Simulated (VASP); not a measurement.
Input of a VASP 6.6.1 run:

File INCAR:

```
SYSTEM = Cr
ALGO     = Fast           ! electronic algorithm
EDIFF    = 1E-6           ! SCF threshold, eV
EDIFFG   = -0.01          ! ionic threshold
ENCUT    = 600            ! plane-wave cutoff, eV
GGA      = PS             ! functional
IBRION   = 2              ! ionic algorithm
ISIF     = 3              ! what is computed and relaxed
ISMEAR   = 0              ! smearing method
LASPH    = .True.         ! aspherical terms in the spheres
LCHARG   = .False.        ! write CHGCAR
LREAL    = .False.        ! projectors in reciprocal space
LWAVE    = .False.        ! write WAVECAR
NELM     = 100            ! most SCF steps
NSW      = 80             ! ionic steps
PREC     = Accurate       ! precision mode
SIGMA    = 0.1            ! smearing width, eV
```

Contents of KPOINTS:

```
k-points
0
Gamma
  20 20 20
  0 0 0
```

File POSCAR:

```
Cr
1.0
   -1.4077349150      1.4077349150      1.4077349150
    1.4077349150     -1.4077349150      1.4077349150
    1.4077349150      1.4077349150     -1.4077349150
Cr
1
Direct
    0.0000000000      0.0000000000      0.0000000000
```

Potentials or basis: VASP PAW PBE potentials, release 64 (Cr_pv).

Launch:

```bash
$ cat potpaw_PBE.64/Cr_pv/POTCAR > POTCAR
$ mpirun -np 1 vasp_std > vasp.out
```

Problem. What does it give for the band gap on the k mesh?

Solution. Zero (band 6 reaches 13.98 eV, above the bottom of band 7 at 10.42 eV).

Problem. Predict the space group after relaxing (to 0.05 Å).

Solution. Im-3m (No. 229).

Problem. What does it give for the relaxed volume?

Solution. 11.12 Å³/atom.

Problem. Estimate the relaxed cell.

Solution. a = 2.435 Å, b = 2.435 Å, c = 2.435 Å, α = 109.47°, β = 109.47°, γ = 109.47°.

Step by step:
```tsv
step	energy change (eV)	largest force (eV/Å)	pressure (GPa)	volume (Å³)
1	0.0000	0.0000	-0.98	11.16
2	0.0003	0.0000	1.67	11.05
3	-0.0001	0.0000	-0.16	11.12
4	-0.0001	0.0000	0.24	11.11
5	-0.0001	0.0000	-0.06	11.12
```

Caveat: the PAW data sets were made with another functional, which shifts forces and pressure a little; the run has no spin polarisation, though such a crystal can be magnetic. Spin polarisation is off, so any magnetic state and its effect on volume and gap are missing.
